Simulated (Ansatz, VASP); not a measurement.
**VSi2: VASP beside Ansatz**

```
V Si
1.0
     4.53480    0.00000    0.00000
    -2.26740    3.92725    0.00000
     0.00000    0.00000    6.31890
V Si
3 6
Direct
  0.00000 0.50000 0.16667
  0.50000 0.50000 0.83333
  0.50000 0.00000 0.50000
  0.83751 0.67501 0.50000
  0.16249 0.83751 0.83333
  0.67501 0.83751 0.16667
  0.16249 0.32499 0.50000
  0.83751 0.16249 0.83333
  0.32499 0.16249 0.16667
```

Alike in both runs: task single point; functional LDA; k mesh 9 × 9 × 6; occupations gaussian, width 0.05 eV; no spin polarisation.

```csv
,VASP,Ansatz
version,VASP 6.6.1,Ansatz 0.2.0
potentials or method,"VASP PAW LDA potentials, release 64 (V_sv, Si), cutoff 520 eV","scalar-relativistic, plane waves, PAW"
valence electrons in the cell,63,63
```

```tsv
	VASP	Ansatz	Ansatz less VASP
gap on the k mesh at the Fermi level (eV)	none	none	-
pressure (GPa)	-4.4	-4.8	-0.32
traceless stress, the component that is largest in VASP (GPa)	0.12	0.08	-0.041
rms of the force components (eV/Å)	0.034	0.034	+0.0002
```

LDA's correlation is that of Perdew and Zunger in VASP and of Perdew and Wang (1992) in Ansatz. Atom by atom the forces differ by 0.000 eV/Å (rms over components). A gap of «none» marks a metal or a gap that the smearing closes.
